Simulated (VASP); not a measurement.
Set up this calculation in VASP 6.6.1, as the native input.

- Task: single point
- Functional: PBE
- Dispersion: D3(BJ)
- Potentials or basis: VASP PAW PBE potentials, release 64 (W_sv, Si)
- Cutoff: 520 eV
- k mesh: 6 × 6 × 1
- Occupations: gaussian, width 0.1 eV
- Spin: no spin polarisation
- Dipole correction: yes
- Further INCAR settings: ALGO = Normal; EDIFF = 1e-06; NBANDS = 53

The structure of SiW6 lies in POSCAR:

```
SiW6
1.0
    4.4682526324      0.0000000000      0.0000000000
   -2.2341263162      3.8696202902      0.0000000000
    0.0000000000      0.0000000000     21.7259061349
W Si
6 1
Direct
    0.6666666667      0.3333333333      0.1841119986
    0.3333333333      0.6666666667      0.2260931360
    0.0000000000      0.0000000000      0.2680742733
    0.6666666667      0.3333333333      0.3070897866
    0.3333333333      0.6666666667      0.3466976876
    0.0000000000      0.0000000000      0.3832248047
    0.2222222222      0.4444444444      0.5259116036
```

The input as run:

INCAR

```
PREC = Accurate
ENCUT = 520
EDIFF = 1E-6
ISMEAR = 0
SIGMA = 0.1
LREAL = F
LASPH = T
NELM = 60
ALGO = Normal
ISIF = 2
LWAVE = F
LCHARG = F
LDIPOL = T
IDIPOL = 3
DIPOL = 0.5 0.5 0.320
GGA = PE
IVDW = 12
NBANDS = 53
```

KPOINTS

```
Automatic mesh
0
Gamma
  6 6 1
```

Potentials or basis: VASP PAW PBE potentials, release 64 (W_sv, Si).

The run is started by

```sh
$ cat potpaw_PBE.64/W_sv/POTCAR potpaw_PBE.64/Si/POTCAR > POTCAR
$ mpirun -np 1 vasp_std > vasp.out
```

Results of the run:

The largest force is 2.108 eV/Å. The band gap on the k mesh is zero (bands 44 and 45 overlap by 0.37 eV) and the dispersion energy per atom is -0.400 eV.

Caveat: spin-orbit coupling is left out, which moves the levels of the heavy elements.

It took 15 min on 1 thread of Intel Xeon 8259CL, on a shared host, peak memory 0.6 GiB.
